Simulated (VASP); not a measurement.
Here is a VASP 6.6.1 calculation.

Contents of INCAR:

```
PREC = Accurate ; ENCUT = 520
EDIFF = 1E-7 ; ISMEAR = 0
SIGMA = 0.05 ; LREAL = F
LASPH = T ; NELM = 60
ALGO = Normal ; ISIF = 2
LWAVE = F ; LCHARG = F
GGA = PE ; NBANDS = 17
```

KPOINTS

```
regular mesh
0
Gamma
  8 8 8
```

POSCAR

```
LiMgBN2
1.0
   -1.9096560000      1.9096560000      4.2657811200
    1.9096560000     -1.9096560000      4.2657811200
    1.9096560000      1.9096560000     -4.2657811200
Li Mg B N
1 1 1 2
Direct
    0.2500000000      0.7500000000      0.5000000000
    0.7500000000      0.2500000000      0.5000000000
    0.5000000000      0.5000000000      0.0000000000
    0.6512635000      0.6512635000      0.0000000000
    0.3487365000      0.3487365000      0.0000000000
```

Potentials or basis: VASP PAW PBE potentials, release 64 (Li_sv, Mg, B, N).

Command:

```console
$ cat potpaw_PBE.64/Li_sv/POTCAR potpaw_PBE.64/Mg/POTCAR potpaw_PBE.64/B/POTCAR potpaw_PBE.64/N/POTCAR > POTCAR
$ mpirun -np 1 vasp_std > vasp.out
```

(1) Predict the band gap on the k mesh.

(2) Estimate the largest force.

## Answers

(1) 2.66 eV, indirect (least direct gap 3.49 eV).

(2) 3.133 eV/Å.

Caveat: the cell differs from its parent crystal (strain +0.000 along x and y, -0.040 along z); forces of over 1 eV/Å act on the atoms, so gaps and moduli don't describe the material at rest.
